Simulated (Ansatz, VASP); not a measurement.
## Two plane-wave programs on Mo

```
Mo
1.0
    -1.58042    1.58042    1.58042
     1.58042   -1.58042    1.58042
     1.58042    1.58042   -1.58042
Mo
1
Direct
  0.00000 0.00000 0.00000
```

Alike in both runs: functional PBE; k mesh 19 × 19 × 19; occupations fermi-dirac, width 0.1 eV; no spin polarisation.

Ansatz relaxed the structure, and its values are those at the end. VASP's run is a single point on that final structure, the one shown.

|  | VASP | Ansatz |
| --- | --- | --- |
| version | VASP 6.6.1 | Ansatz 0.2.0 |
| potentials or method | VASP PAW PBE potentials, release 64 (Mo_sv) | PAW with Ansatz's default frozen-core files, scalar-relativistic |
| plane-wave cutoff (eV) | 520 | 420 |
| valence electrons in the cell | 14 | 14 |

Ansatz gave:

```
pressure (GPa) : 0.0
```

Question: Which values does VASP return?

Answer: Pressure (GPa): 0.5.
